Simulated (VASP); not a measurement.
## Al: electric field gradients with LDA

Al:

```
Al
1.0
     0.00000    2.01721    2.01721
     2.01721    0.00000    2.01721
     2.01721    2.01721    0.00000
Al
1
Direct
  0.00000 0.00000 0.00000
```

This cell differs from its parent crystal: volume scaled by 0.99.

| Quantity | Value |
| --- | --- |
| Program | VASP 6.6.1 |
| Task | electric field gradients |
| Functional | LDA |
| Potentials or basis | VASP PAW LDA potentials, release 64 (Al) |
| Cutoff | 520 eV |
| k mesh | 17 × 17 × 17 |
| Occupations | fermi-dirac, width 0.03 eV |
| Spin | no spin polarisation |
| Dipole correction | no |
| Further INCAR settings | ALGO = Normal; EDIFF = 1e-08; NBANDS = 8 |

| Property | Result |
| --- | --- |
| Pressure | -2.9 GPa |

Levels at points of the mesh, in eV from the Fermi level:
| k point | band 1 | band 2 | band 3 | band 4 | band 5 | band 6 |
| --- | --- | --- | --- | --- | --- | --- |
| (0.00, 0.00, 0.00) | -11.14 | 12.60 | 12.60 | 12.60 | 13.96 | 13.96 |

It took 11 s on 1 thread of AMD EPYC 9R45 96-Core Processor (Zen 5), with other jobs on the host, peak memory 0.1 GiB.

Caveat: without QUAD_EFG the Cq values of the log hold for a quadrupole moment of 1 mb, not for the nuclei.
